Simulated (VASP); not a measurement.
The system is GaP.

```xyz
2
Lattice="0.0000 2.7254 2.7254 2.7254 0.0000 2.7254 2.7254 2.7254 0.0000" Properties=species:S:1:pos:R:3 pbc="T T T"
Ga    0.0000    0.0000    0.0000
P     1.3627    1.3627    1.3627
```

Base run:

```yaml
Program: VASP 6.6.1
Functional: r2SCAN
Potentials_or_basis: VASP PAW PBE potentials, release 64 (Ga_d, P)
Cutoff: 520 eV
k_mesh: 8 × 8 × 8
Occupations: gaussian, width 0.01 eV
Spin: no spin polarisation
```

Its results: band gap on the k mesh 1.90 eV, indirect (least direct gap 2.34 eV); pressure 0.0 GPa.

Task: The run is repeated on the same cell with these changes: functional from r2SCAN to PBE; further incar settings from ALGO = Normal; EDIFF = 1e-07; NBANDS = 16 to ALGO = Normal; EDIFF = 1e-06; NBANDS = 16. What comes out?

Result: Band gap on the k mesh 1.64 eV, indirect (least direct gap 1.82 eV); pressure 2.4 GPa.

Caveats: the PAW data sets were made with another functional, which shifts forces and pressure a little (some runs).

A k mesh can miss the band edges.
